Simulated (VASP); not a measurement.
Write the native input for VASP 6.6.1 that does the following.

```yaml
Task: single point
Functional: r2SCAN
Potentials_or_basis: VASP PAW PBE potentials, release 64 (Zr_sv, S)
Cutoff: 520 eV
k_mesh: 14 × 14 × 14
Occupations: methfessel-paxton, width 0.1 eV
Spin: no spin polarisation
Dipole_correction: no
Further_INCAR_settings: ALGO = Normal; EDIFF = 1e-07; NBANDS = 16
```

Crystal: ZrS.

```
Zr S
1.0
     0.00000    2.62500    2.62500
     2.62500    0.00000    2.62500
     2.62500    2.62500    0.00000
Zr S
1 1
Cartesian
  0.0000 0.0000 0.0000
  2.6250 2.6250 2.6250
```

These files were run (other wordings do the same):

POSCAR

```
ZrS
1.0
    0.0000000000      2.6250000000      2.6250000000
    2.6250000000      0.0000000000      2.6250000000
    2.6250000000      2.6250000000      0.0000000000
Zr S
1 1
Direct
    0.0000000000      0.0000000000      0.0000000000
    0.5000000000      0.5000000000      0.5000000000
```

INCAR.step1

```
SYSTEM = ZrS
  PREC = Accurate
  ENCUT = 520
  ISMEAR = 1
  SIGMA = 0.1
  LREAL = .FALSE.
  LASPH = .TRUE.
  NELM = 100
  NBANDS = 16
  GGA = PE
  ALGO = Normal
  EDIFF = 1E-4
  LWAVE = .TRUE.
  LCHARG = .FALSE.
```

INCAR.step2

```
SYSTEM = ZrS
  PREC = Accurate
  ENCUT = 520
  EDIFF = 1E-7
  ISMEAR = 1
  SIGMA = 0.1
  LREAL = .FALSE.
  LASPH = .TRUE.
  NELM = 100
  ALGO = Normal
  ISIF = 2
  LWAVE = .FALSE.
  LCHARG = .FALSE.
  METAGGA = R2SCAN
  LMIXTAU = .TRUE.
  NBANDS = 16
  ISTART = 1
```

KPOINTS

```
Automatic mesh
0
G
  14 14 14
  0 0 0
```

Potentials or basis: VASP PAW PBE potentials, release 64 (Zr_sv, S).

Launch:

```bash
$ cat potpaw_PBE.64/Zr_sv/POTCAR potpaw_PBE.64/S/POTCAR > POTCAR
$ cp INCAR.step1 INCAR
$ mpirun -np 1 vasp_std > vasp.out
$ cp INCAR.step2 INCAR
$ mpirun -np 1 vasp_std > vasp.out
```

It gave:

```json
{"Pressure": "-2.0 GPa", "Band gap on the k mesh": "zero (band 9 reaches 12.43 eV, above the bottom of band 10 at 9.51 eV)"}
```

Caveat: the PAW data sets were made with another functional, which shifts forces and pressure a little.

Run time: 3.3 min on 1 thread of Intel(R) Xeon(R) Platinum 8259CL CPU @ 2.50GHz (Skylake/Cascade Lake) (shared host), peak memory 0.2 GiB.
